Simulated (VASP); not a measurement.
A run of VASP 6.6.1 is set up as follows.

File INCAR:

```
SYSTEM = C3N4
PREC = Accurate
ENCUT = 600
EDIFF = 1E-6
ISMEAR = 0
SIGMA = 0.01
LREAL = .False.
LASPH = .True.
NELM = 120
ALGO = Normal
ISIF = 2
LWAVE = .False.
LCHARG = .False.
GGA = PS
NBANDS = 25
GGA_COMPAT = .False.
```

File KPOINTS:

```
regular mesh
0
Gamma
  6 6 6
  0 0 0
```

Contents of POSCAR:

```
C3N4
1.0
    3.4567600000      0.0000000000      0.0000000000
    0.0000000000      3.4567600000      0.0000000000
    0.0000000000      0.0000000000      3.4567600000
C N
3 4
Direct
    0.0000000000      0.0000000000      0.5000000000
    0.5000000000      0.0000000000      0.0000000000
    0.0000000000      0.5000000000      0.0000000000
    0.2456900000      0.2456900000      0.7543100000
    0.7543100000      0.7543100000      0.7543100000
    0.2456900000      0.7543100000      0.2456900000
    0.7543100000      0.2456900000      0.2456900000
```

Potentials or basis: VASP PAW PBE potentials, release 64 (C, N).

Command:

```sh
$ cat potpaw_PBE.64/C/POTCAR potpaw_PBE.64/N/POTCAR > POTCAR
$ mpirun -np 1 vasp_std > vasp.out
```

Problem. What does it give for the largest force?

Solution. 0.049 eV/Å.

Problem. Predict the pressure.

Solution. -8.7 GPa.

Problem. What does it give for the band gap on the k mesh?

Solution. 2.37 eV.

Forces on the atoms (eV/Å):
```
C    0.000  0.000  0.000
C    0.000  0.000  0.000
C    0.000  0.000  0.000
N   -0.028 -0.028  0.028
N    0.028  0.028  0.028
N   -0.028  0.028 -0.028
N    0.028 -0.028 -0.028
```

Caveat: the cell stands under tension; the PAW data sets were made with another functional, which shifts forces and pressure a little. A k mesh can miss the band edges.
